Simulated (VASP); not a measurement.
LiH: single point with r2SCAN

Crystal: LiH.

```
Li H
1.0
     0.00000    2.03787    2.24863
     2.03787    0.00000    2.24863
     2.03787    2.03787    0.00000
Li H
1 1
Direct
  0.00000 0.00000 0.00000
  0.25000 0.25000 0.25000
```

This cell differs from its parent crystal: epitaxial xy strain -5.0%.

| Quantity | Value |
| --- | --- |
| Program | VASP 6.6.1 |
| Task | single point |
| Functional | r2SCAN |
| Potentials or basis | VASP PAW PBE potentials, release 64 (Li_sv, H) |
| Cutoff | 520 eV |
| k mesh | 10 × 10 × 10 |
| Occupations | gaussian, width 0.01 eV |
| Spin | no spin polarisation |

The band gap on the k mesh is 4.67 eV, indirect (least direct gap 5.93 eV).

Levels at points of the mesh, in eV from the valence-band top:
```tsv
k point	band 1	band 2	band 3	band 4	band 5	band 6	band 7
(0.00, 0.00, 0.00)	-44.83	-4.04	14.49	19.02	19.34	19.34	21.06
(0.50, 0.00, 0.00)	-44.80	-1.31	4.67	15.09	17.56	17.85	19.64
(0.50, 0.50, 0.00)	-44.80	-1.20	7.04	11.65	12.70	12.70	21.31
(0.50, 0.00, 0.50)	-44.79	-0.22	8.21	10.58	11.07	11.33	20.11
```

It took 26 s on 1 thread of Intel(R) Xeon(R) 6975P-C (Granite Rapids), with other jobs on the host, peak memory 0.14 GiB.

Caveat: the cell differs from its parent crystal (epitaxial xy strain -5.0%). A k mesh can miss the band edges.
